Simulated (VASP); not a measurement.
Crystal: NaGeCl3.

```
Na Ge Cl
1.0
     5.39851    0.00000    0.00000
     0.00000    5.39851    0.00000
     0.00000    0.00000    5.39851
Na Ge Cl
1 1 3
Cartesian
  0.0000 0.0000 0.0000
  2.6993 2.6993 2.6993
  2.6993 2.6993 0.0000
  2.6993 0.0000 2.6993
  0.0000 2.6993 2.6993
```

This cell differs from its parent crystal: strain +4.0%.

Base run:

| Quantity | Value |
| --- | --- |
| Program | VASP 6.6.1 |
| Functional | r2SCAN |
| Potentials or basis | VASP PAW PBE potentials, release 64 (Na_pv, Ge_d, Cl) |
| Cutoff | 520 eV |
| k mesh | 6 × 6 × 6 |
| Occupations | gaussian, width 0.01 eV |
| Spin | no spin polarisation |

Its results: band gap on the k mesh 1.41 eV, direct; pressure -2.9 GPa.

Task: The run is repeated on the same cell with these changes: functional from r2SCAN to PBE; occupations from gaussian, width 0.01 eV to fermi-dirac, width 0.02 eV. What comes out?

Result: Band gap on the k mesh 1.25 eV, direct; pressure -2.2 GPa.

Caveats: the PAW data sets were made with another functional, which shifts forces and pressure a little (some runs).

A k mesh can miss the band edges.
